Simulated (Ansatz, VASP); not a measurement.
This is a calculation of Pd for VASP 6.6.1.

The input POSCAR:

```
Pd
1.0
   -1.5401846266      1.5401846266      1.5401846266
    1.5401846266     -1.5401846266      1.5401846266
    1.5401846266      1.5401846266     -1.5401846266
Pd
1
Direct
    0.0000000000      0.0000000000      0.0000000000
```

INCAR.step1

```
PREC = Accurate ; ENCUT = 520
EDIFF = 1E-5 ; ISMEAR = -1
SIGMA = 0.05 ; LREAL = F
LASPH = T ; NELM = 80
ALGO = Normal ; ISIF = 2
LWAVE = T ; LCHARG = F
NBANDS = 11 ; GGA = PE
```

INCAR.step2

```
PREC = Accurate ; ENCUT = 520
EDIFF = 1E-6 ; ISMEAR = -1
SIGMA = 0.05 ; LREAL = F
LASPH = T ; NELM = 80
ALGO = Normal ; ISIF = 2
LWAVE = F ; LCHARG = F
GGA = PE ; LHFCALC = T
AEXX = 0.25 ; PRECFOCK = Normal
NBANDS = 11 ; ISTART = 1
```

Contents of KPOINTS:

```
regular mesh
0
Gamma
  8 8 8
```

Potentials or basis: VASP PAW PBE potentials, release 64 (Pd).

Run with:

```bash
$ cat potpaw_PBE.64/Pd/POTCAR > POTCAR
$ cp INCAR.step1 INCAR
$ mpirun -np 1 vasp_std > vasp.out
$ cp INCAR.step2 INCAR
$ mpirun -np 1 vasp_std > vasp.out
```

Question: Translate it to Ansatz 0.2.0. Potentials there: Ansatz PAW.

Answer: As run (the cutoff follows the program's own potentials):

File input:

```
crystal:
  lattice:
    - [-1.5401846266, 1.5401846266, 1.5401846266]
    - [1.5401846266, -1.5401846266, 1.5401846266]
    - [1.5401846266, 1.5401846266, -1.5401846266]
  atoms:
    - { symbol: Pd, position: [0.0, 0.0, 0.0] }
hamiltonian:
  xc: pbe0
  pseudopotentials: { kind: paw }
kpoints:
  mp_grid: { grid: [8, 8, 8] }
scf:
  occupations: { method: fermi_dirac, width: 0.05 }
output:
  forces: true
  stress: true
  eigenvalues: true
```

Both were run:

|  | VASP | Ansatz | Ansatz less VASP |
| --- | --- | --- | --- |
| gap on the k mesh at the Fermi level (eV) | none | none | - |
| pressure (GPa) | 5.4 | 5.2 | -0.17 |

A gap of «none» marks a metal or a gap that the smearing closes. VASP's potentials hold 10 valence electrons a cell and Ansatz's 18, so a difference there can come from the potentials and not from the codes.

The k mesh is coarse, so the values compare programs but aren't converged.
